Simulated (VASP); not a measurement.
Runs of VASP 6.6.1 on Na2S. It takes space group Fm-3m (No. 225, cubic). Conventional cell: a = 6.511 Å, b = 6.511 Å, c = 6.511 Å, α = 90.00°, β = 90.00°, γ = 90.00°. Na (site symmetry -43m) has 4 S at 2.82 Å and 6 Na at 3.26 Å within 3.7 Å. Within 3.7 Å of S (site symmetry m-3m) lie 8 Na at 2.82 Å. 

| level | share of exact exchange | screening parameter | gap on the mesh (eV) | pressure (GPa) |
| --- | --- | --- | --- | --- |
| PBE-based screened hybrid with 75 % exact exchange | 0.75 | 0.1 1/Å | 6.66 | -1.2 |
| PBE-based screened hybrid with 40 % exact exchange | 0.4 | 0.3 1/Å | 3.81 | (c) |
| PBE-based screened hybrid with 15 % exact exchange | 0.15 | 0.5 1/Å | 2.82 | 0.4 |
| PBE-based screened hybrid with 100 % exact exchange | 1 | 0.1 1/Å | (b) | (a) |
| HSE06 | 0.25 | 0.2079 1/Å | 3.52 | 0.0 |

Alike in all rows: task single point; potentials or basis VASP PAW PBE potentials, release 64 (Na_pv, S); no spin polarisation; cell as given; k mesh 4 × 4 × 4; cutoff (eV) 400; smearing gaussian 0.01 eV.

**Question.** Fill in the values left out.

**Answer.** (a) -1.8; (b) 8.12; (c) -0.2.

Caveats: the PAW data sets were made with another functional, which shifts forces and pressure a little.

